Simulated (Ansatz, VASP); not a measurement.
One calculation of C, two programs

```xyz
2
Lattice="0.0296 1.7976 1.7976 1.7976 0.0296 1.7976 1.7976 1.7976 0.0296" Properties=species:S:1:pos:R:3 pbc="T T T"
C     0.0000    0.0000    0.0000
C     0.9062    0.9062    0.9062
```

Change from the starting cell: strained cell.

Alike in both runs: task relaxation of the atoms; functional PBEsol; k mesh 9 × 9 × 9; occupations gaussian, width 0.02 eV; no spin polarisation.

|  | VASP | Ansatz |
| --- | --- | --- |
| version | VASP 6.6.1 | Ansatz 0.2.0 |
| potentials or method | VASP PAW PBE potentials, release 64 (C), cutoff 520 eV | scalar-relativistic, plane waves, PAW |
| valence electrons in the cell | 8 | 8 |

```csv
,VASP,Ansatz,Ansatz less VASP
"gap on the k mesh at the Fermi level, each at its own relaxed structure (eV)",3.99,4.00,+0.008
```

VASP's potentials were made for PBE, not for PBEsol, and Ansatz warns of the same on its side. Ansatz's warnings: stress scf threshold loose.
